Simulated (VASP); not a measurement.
# PbF2 (Fm-3m) in VASP: a series of runs

The runs below take PbF2 through relaxation of cell and atoms, single point, with RPBE, revPBE, PBEsol+D3(BJ).

Program: VASP 6.6.1. These are calculated values, not measurements. Logs are shortened: lines on timing, memory, paths and dates and some standing lists are left out, and cuts for length are marked.

### 1 The cell of the first run

The structure is cubic, space group Fm-3m (No. 225). The conventional cell has a = 5.927 Å, b = 5.927 Å, c = 5.927 Å, α = 90.00°, β = 90.00°, γ = 90.00°. Within 3.4 Å of Pb (site symmetry m-3m) lie 8 F at 2.57 Å. Within 3.4 Å of F (site symmetry -43m) lie 4 Pb at 2.57 Å and 6 F at 2.96 Å.

### 2 Relaxation of cell and atoms, RPBE

Input file INCAR:

```
SYSTEM = PbF2
  PREC = Accurate
  ENCUT = 600
  EDIFF = 1E-7
  ISMEAR = -1
  SIGMA = 0.05
  LREAL = .FALSE.
  LASPH = .TRUE.
  NELM = 120
  ALGO = Normal
  ISIF = 3
  LWAVE = .FALSE.
  LCHARG = .FALSE.
  GGA = RP
  IBRION = 2
  NSW = 60
  EDIFFG = -0.01
  GGA_COMPAT = .FALSE.
  NELMIN = 4
```

Input file KPOINTS:

```
regular mesh
0
G
  8 8 8
  0 0 0
```

Input file POSCAR:

```
PbF2
1.0
    0.0000000000      2.9636600000      2.9636600000
    2.9636600000      0.0000000000      2.9636600000
    2.9636600000      2.9636600000      0.0000000000
Pb F
1 2
Direct
    0.0000000000      0.0000000000      0.0000000000
    0.7500000000      0.7500000000      0.7500000000
    0.2500000000      0.2500000000      0.2500000000
```

Potentials or basis: VASP PAW PBE potentials, release 64 (Pb_d, F).

On the command line:

```sh
$ cat potpaw_PBE.64/Pb_d/POTCAR potpaw_PBE.64/F/POTCAR > POTCAR
$ mpirun -np 1 vasp_std > vasp.out
```

OUTCAR:

```text
SYSTEM = PbF2
   PREC = Accurate
   ENCUT = 600
   EDIFF = 1E-7
   ISMEAR = -1
   LREAL = .FALSE.
   LASPH = .TRUE.
   NELM = 120
   ISIF = 3
   GGA = RP
   IBRION = 2
   NSW = 60
   EDIFFG = -0.01
   NELMIN = 4

 ion  position               nearest neighbor table
   1  0.000  0.000  0.000-   2 2.57   2 2.57   2 2.57   3 2.57   3 2.57   3 2.57   3 2.57   2 2.57

   2  0.750  0.750  0.750-   1 2.57   1 2.57   1 2.57   1 2.57
   3  0.250  0.250  0.250-   1 2.57   1 2.57   1 2.57   1 2.57

  LATTYP: Found a face centered cubic cell.
 ALAT       =     5.9273200000

  Lattice vectors:

 A1 = (   0.0000000000,   2.9636600000,   2.9636600000)
 A2 = (   2.9636600000,   0.0000000000,   2.9636600000)
 A3 = (   2.9636600000,   2.9636600000,   0.0000000000)

Analysis of symmetry for initial positions (statically):
=====================================================================
 Subroutine PRICEL returns:
 Original cell was already a primitive cell.

 Routine SETGRP: Setting up the symmetry group for a
 face centered cubic supercell.

 Subroutine GETGRP returns: Found 48 space group operations
 (whereof 48 operations were pure point group operations)
 out of a pool of 48 trial point group operations.

The static configuration has the point symmetry O_h .

Analysis of symmetry for dynamics (positions and initial velocities):
=====================================================================
 Subroutine PRICEL returns:
 Original cell was already a primitive cell.

 Routine SETGRP: Setting up the symmetry group for a
 face centered cubic supercell.

 Subroutine GETGRP returns: Found 48 space group operations
 (whereof 48 operations were pure point group operations)
 out of a pool of 48 trial point group operations.

The dynamic configuration has the point symmetry O_h .

 Subroutine INISYM returns: Found 48 space group operations
 (whereof 48 operations are pure point group operations),
 and found     1 'primitive' translations

----------------------------------------------------------------------------------------

                                     Primitive cell

  volume of cell :      52.0613

[... 88 lines left out ...]
   ENCUT  =  600.0 eV  44.10 Ry    6.64 a.u.   8.37  8.37  8.37*2*pi/ulx,y,z
   NELM   =    120;   NELMIN=  4; NELMDL= -5     # of ELM steps
   EDIFF  = 0.1E-06   stopping-criterion for ELM
   LREAL  =      F    real-space projection
   EDIFFG = -.1E-01   stopping-criterion for IOM
   NSW    =     60    number of steps for IOM
   IBRION =      2    ionic relax: 0-MD 1-quasi-New 2-CG
   NFREE  =      1    steps in history (QN), initial steepest desc. (CG)
   ISIF   =      3    stress and relaxation
   ISYM   =      2    0-nonsym 1-usesym 2-fastsym
   POTIM  = 0.5000    time-step for ionic-motion
   TEBEG  =    0.0;   TEEND  =   0.0 temperature during run
   PSTRESS=    0.0 pullay stress
   NELECT =      28.0000    total number of electrons
   NUPDOWN=      -1.0000    fix difference up-down
   EMIN   =  10.00;   EMAX   =-10.00  energy-range for DOS
   EFERMI =   0.00;   METHOD = LEGACY
   ISMEAR =    -1;   SIGMA  =   0.05  broadening in eV -4-tet -1-fermi 0-gaus
   EFERMI_NEDOS =   21; number of points for ismear=-14 and -15
   IALGO  =     38    algorithm
   IMIX   =      4    mixing-type and parameters
     AMIX     =   0.40;   BMIX     =  1.00
     AMIX_MAG =   1.60;   BMIX_MAG =  1.00
  volume/ion in A,a.u.               =      17.35       117.11
  Fermi-wavevector in a.u.,A,eV,Ry     =   1.331340  2.515869 24.115883  1.772467
  Thomas-Fermi vector in A             =   2.460359
   LORBIT       =      0    0 simple, 1 ext, 2 COOP (PROOUT), +10 PAW based schemes
   GGA     = RP    functional components
   LHFCALC =     F    Hartree Fock is set to
   AEXX    =    0.0000 exact exchange contribution
   IVDW    =     0    specifies the selected vdW correction
   LEPSILON=     F    determine dielectric tensor
   LRPA    =     F    only Hartree local field effects (RPA)
 conjugate gradient relaxation of ions
 non-spin polarized calculation
  energy-cutoff  :      600.00
  volume of cell :       52.06
 maximum number of plane-waves:      1807
 NGX is ok and might be reduce to    36
   NGX = 17   NGY = 17   NGZ = 17

--------------------------------------- Ionic step        1  -------------------------------------------

 number of electron      28.0000008 magnetization

 Free energy of the ion-electron system (eV)
  ---------------------------------------------------
  ext. energy  EPLUGINS =         0.00000000
  ---------------------------------------------------
  free energy    TOTEN  =       -13.47467740 eV

  energy without entropy =      -13.47467740  energy(sigma->0) =      -13.47467740

------------------------ aborting loop because EDIFF is reached ----------------------------------------

  FORCE on cell =-STRESS in cart. coord.  units (eV):
  Direction    XX          YY          ZZ          XY          YZ          ZX
  --------------------------------------------------------------------------------------
  -------------------------------------------------------------------------------------
  Total        1.8397949      1.8397949      1.8397949     -0.0000000     -0.0000000      0.0000000
  in kB       56.6193482     56.6193482     56.6193482     -0.0000000     -0.0000000      0.0000000
  external PRESSURE =      56.6193482 kB  Pullay stress =       0.0000000 kB
[... 61 lines left out ...]
--------------------------------------- Ionic step        3  -------------------------------------------

 number of electron      27.9999988 magnetization

 Free energy of the ion-electron system (eV)
  ---------------------------------------------------
  ext. energy  EPLUGINS =         0.00000000
  ---------------------------------------------------
  free energy    TOTEN  =       -13.54726792 eV

  energy without entropy =      -13.54726792  energy(sigma->0) =      -13.54726792

 E-fermi :   2.2607     XC(G=0):  -8.6409

 val. band max:        1.1540055533   @ k =   0.5000   0.0000   0.0000
 cond. band min:       5.6800076009   @ k =   0.5000   0.5000   0.0000
 fundamental gap:      4.5260020476
 Fermi energy:         2.2607477767

 k-point     1 :       0.0000    0.0000    0.0000
  band No.  band energies     occupation
      1     -19.4480      2.00000
      2     -18.9735      2.00000
      3     -13.3504      2.00000
      4     -13.3504      2.00000
      5     -13.3504      2.00000
      6     -13.3306      2.00000
[... 481 lines left out ...]
      5     -13.3026      2.00000
      6     -13.2773      2.00000
[... 10 lines left out ...]
     17       8.6829      0.00000
     18      12.3666      0.00000

 [... further k-points ...]
[... 5 lines left out ...]
  --------------------------------------------------------------------------------------
  -------------------------------------------------------------------------------------
  Total        0.0032447      0.0032447      0.0032447      0.0000000     -0.0000000     -0.0000000
  in kB        0.0920121      0.0920121      0.0920121      0.0000000     -0.0000000     -0.0000000
  external PRESSURE =       0.0920121 kB  Pullay stress =       0.0000000 kB
[... 18 lines left out ...]
  FREE ENERGIE OF THE ION-ELECTRON SYSTEM (eV)
  ---------------------------------------------------
  free  energy   TOTEN  =       -13.5472679189 eV

  energy  without entropy=      -13.5472679188  energy(sigma->0) =      -13.54726792

 reached required accuracy - stopping structural energy minimisation
```

It took 60 s on 1 thread of Intel Xeon Platinum 8375C at 2.90GHz (Ice Lake), shared host; peak memory 0.22 GiB.

What came out:

```yaml
Free_energy: -13.5473 eV
Relaxed_volume: 18.83 Å³/atom
Relaxed_cell: a = 4.307 Å, b = 4.307 Å, c = 4.307 Å, α = 60.00°, β = 60.00°, γ = 60.00°
Space_group_after_relaxing_to_0.1_Å: Fm-3m (No. 225)
Energy_gained_by_relaxing: 24.2 meV/atom
Ionic_steps: 3
Pressure_after_relaxing: 0.0 GPa
Band_gap_on_the_k_mesh: 4.53 eV (least direct gap 4.67 eV)
```

Step by step:
```tsv
step	energy change (eV)	largest force (eV/Å)	pressure (GPa)	volume (Å³)
1	0.0000	0.0000	5.66	52.06
2	-0.0723	0.0000	-0.31	56.82
3	-0.0726	0.0000	0.01	56.50
```

Final structure:
```yaml
crystal:
  lattice:
    - [0.00000, 3.04558, 3.04558]
    - [3.04558, 0.00000, 3.04558]
    - [3.04558, 3.04558, 0.00000]
  atoms:
    - { symbol: Pb, position: [0.00000, 0.00000, 0.00000] }
    - { symbol: F, position: [0.75000, 0.75000, 0.75000] }
    - { symbol: F, position: [0.25000, 0.25000, 0.25000] }
```

Levels at points of the mesh, in eV from the valence-band top:
```csv
k point,band 12,band 13,band 14,band 15,band 16,band 17
"(0.00, 0.00, 0.00)",-1.51,-1.51,-1.51,6.75,6.75,6.75
"(0.50, 0.00, 0.00)",-1.67,-1.67,0.00,5.14,7.46,7.46
"(0.50, 0.50, 0.00)",-1.15,-1.13,-0.15,4.53,7.66,7.66
```

Caveat: the PAW data sets were made with another functional, which shifts forces and pressure a little; spin-orbit coupling is left out, which moves the levels of the heavy elements. Zero-point motion and thermal expansion aren't in these numbers.

### 3 Relaxation of cell and atoms, revPBE

Input file INCAR:

```
SYSTEM = PbF2
ALGO = Normal ; EDIFF = 1E-7
EDIFFG = -0.01 ; ENCUT = 600
GGA = RE ; GGA_COMPAT = .False.
IBRION = 2 ; ISIF = 3
ISMEAR = -1 ; LASPH = .True.
LCHARG = .False. ; LREAL = .False.
LWAVE = .False. ; NELM = 120
NELMIN = 4 ; NSW = 60
PREC = Accurate ; SIGMA = 0.05
```

Input file KPOINTS:

```
k-points
0
Gamma
  8 8 8
  0 0 0
```

POSCAR is that of step 2.

Potentials or basis: VASP PAW PBE potentials, release 64 (Pb_d, F).

On the command line:

```sh
$ cat potpaw_PBE.64/Pb_d/POTCAR potpaw_PBE.64/F/POTCAR > POTCAR
$ mpirun -np 1 vasp_std > vasp.out
```

Run time: 60 s. Hardware: 1 thread of Intel Xeon Platinum 8375C at 2.90GHz (Ice Lake), shared host; peak memory 0.22 GiB.

The run converged. Its results:

```
Free energy                           : -13.5661 eV
Relaxed volume                        : 18.60 Å³/atom
Relaxed cell                          : a = 4.289 Å, b = 4.289 Å, c = 4.289 Å, α = 60.00°, β = 60.00°, γ = 60.00°
Space group after relaxing (to 0.1 Å) : Fm-3m (No. 225)
Energy gained by relaxing             : 17.7 meV/atom
Ionic steps                           : 3
Pressure after relaxing               : 0.0 GPa
Band gap on the k mesh                : 4.51 eV (least direct gap 4.65 eV)
```

The path:
```
step  energy change (eV)  largest force (eV/Å)  pressure (GPa)  volume (Å³)
   1              0.0000                0.0000            4.85        52.06
   2             -0.0528                0.0000           -0.32        56.12
   3             -0.0531                0.0000            0.01        55.81
```

Final structure:
```yaml
crystal:
  lattice:
    - [0.00000, 3.03308, 3.03308]
    - [3.03308, 0.00000, 3.03308]
    - [3.03308, 3.03308, 0.00000]
  atoms:
    - { symbol: Pb, position: [0.00000, 0.00000, 0.00000] }
    - { symbol: F, position: [0.75000, 0.75000, 0.75000] }
    - { symbol: F, position: [0.25000, 0.25000, 0.25000] }
```

Levels at points of the mesh, in eV from the valence-band top:
```tsv
k point	band 12	band 13	band 14	band 15	band 16	band 17
(0.00, 0.00, 0.00)	-1.57	-1.57	-1.57	6.76	6.76	6.76
(0.50, 0.00, 0.00)	-1.73	-1.73	0.00	5.14	7.49	7.49
(0.50, 0.50, 0.00)	-1.20	-1.19	-0.14	4.51	7.70	7.70
```

Caveat: the PAW data sets were made with another functional, which shifts forces and pressure a little; spin-orbit coupling is left out, which moves the levels of the heavy elements. Zero-point motion and thermal expansion aren't in these numbers.

### 4 Single point, PBEsol+D3(BJ)

This run uses another cell than the first one, of 16.80 Å³/atom.

Input file INCAR:

```
ALGO     = Normal         # electronic algorithm
EDIFF    = 1E-6           # SCF threshold, eV
ENCUT    = 600            # plane-wave cutoff, eV
GGA      = PS             # functional
GGA_COMPAT= F            
ISIF     = 2              # what is computed and relaxed
ISMEAR   = -1             # smearing method
IVDW     = 12             # dispersion correction
LASPH    = T              # aspherical terms in the spheres
LCHARG   = F              # write CHGCAR
LREAL    = F              # projectors in reciprocal space
LWAVE    = F              # write WAVECAR
NBANDS   = 21             # bands
NELM     = 120            # most SCF steps
PREC     = Accurate       # precision mode
SIGMA    = 0.05           # smearing width, eV
```

Input file KPOINTS:

```
k-points
0
Gamma
  8 8 8
```

Input file POSCAR:

```
PbF2
1.0
    0.0000000000      2.9316812523      2.9316812523
    2.9316812523      0.0000000000      2.9316812523
    2.9316812523      2.9316812523      0.0000000000
Pb F
1 2
Direct
    0.0000000000      0.0000000000      0.0000000000
    0.7500000000      0.7500000000      0.7500000000
    0.2500000000      0.2500000000      0.2500000000
```

On the command line:

```sh
$ cat potpaw_PBE.64/Pb_d/POTCAR potpaw_PBE.64/F/POTCAR > POTCAR
$ mpirun -np 1 vasp_std > vasp.out
```

Wall time 19 s (1 thread of AMD EPYC 9R45 (Zen 5), shared host); peak memory 0.19 GiB.

Results (log left out):

| Quantity | Value |
| --- | --- |
| Free energy | -15.3721 eV |
| Pressure | -0.2 GPa |
| Band gap on the k mesh | 4.29 eV (least direct gap 4.45 eV) |
| Dispersion energy per atom | -0.146 eV |

Levels at points of the mesh, in eV from the valence-band top:
```tsv
k point	band 12	band 13	band 14	band 15	band 16	band 17
(0.00, 0.00, 0.00)	-2.19	-2.19	-2.19	6.70	6.70	6.70
(0.50, 0.00, 0.00)	-2.35	-2.35	-0.05	4.92	7.68	7.68
(0.50, 0.50, 0.00)	-1.73	-1.73	-0.16	4.29	7.94	7.94
```

Caveat: the PAW data sets were made with another functional, which shifts forces and pressure a little; spin-orbit coupling is left out, which moves the levels of the heavy elements. A k mesh can miss the band edges.

### 5 The runs side by side

```tsv
task	level	cell	gap on the mesh (eV)	pressure (GPa)	relaxed volume (Å³/atom)
relaxation of cell and atoms	RPBE	relaxed from a = 4.191 Å, angles 60.0°, 3 atoms	4.53	0.0	18.83
relaxation of cell and atoms	revPBE	relaxed from a = 4.191 Å, angles 60.0°, 3 atoms	4.51	0.0	18.60
single point	PBEsol+D3(BJ)	a = 4.146 Å, angles 60.0°, 3 atoms	4.29	-0.2	-
```

Alike in all rows: potentials or basis VASP PAW PBE potentials, release 64 (Pb_d, F); no spin polarisation; k mesh 8 × 8 × 8; cutoff (eV) 600; smearing fermi-dirac 0.05 eV.

Caveats: the PAW data sets were made with another functional, which shifts forces and pressure a little; spin-orbit coupling is left out, which moves the levels of the heavy elements.

Absolute energies hang on the potentials; compare differences alone.
